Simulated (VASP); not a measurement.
# Ta: single point with PBEsol

The system is Ta.

```
Ta
1.0
     0.00000    2.12973    2.12973
     2.12973    0.00000    2.12973
     2.12973    2.12973    0.00000
Ta
1
Direct
  0.00000 0.00000 0.00000
```

This cell differs from its parent crystal: Hf replaced by Ta, lengths x 0.983, strained.

```yaml
Program: VASP 6.6.1
Task: single point
Functional: PBEsol
Potentials_or_basis: VASP PAW PBE potentials, release 64 (Ta_pv)
Cutoff: 520 eV
k_mesh: 8 × 8 × 8
Occupations: gaussian, width 0.1 eV
Spin: no spin polarisation
```

```json
{
 "Pressure": "-9.4 GPa"
}
```

Levels at points of the mesh, in eV from the Fermi level:
```csv
k point,band 1,band 2,band 3,band 4,band 5,band 6,band 7,band 8,band 9,band 10
"(0.00, 0.00, 0.00)",-33.69,-33.69,-33.69,-7.99,0.46,0.46,0.46,3.32,3.32,12.46
"(0.50, 0.00, 0.00)",-34.61,-33.81,-33.81,-4.49,0.24,0.24,0.63,5.57,5.57,9.59
"(0.50, 0.50, 0.00)",-34.55,-34.02,-34.02,-4.23,-3.19,2.78,5.55,6.24,6.24,10.83
```

Run time: 4.2 s on 1 thread of Intel(R) Xeon(R) Platinum 8488C (Sapphire Rapids), with other jobs on the host, peak memory 0.13 GiB.

Caveat: the cell differs from its parent crystal (Hf replaced by Ta, lengths x 0.983, strained); the PAW data sets were made with another functional, which shifts forces and pressure a little; spin-orbit coupling is left out, which moves the levels of the heavy elements.
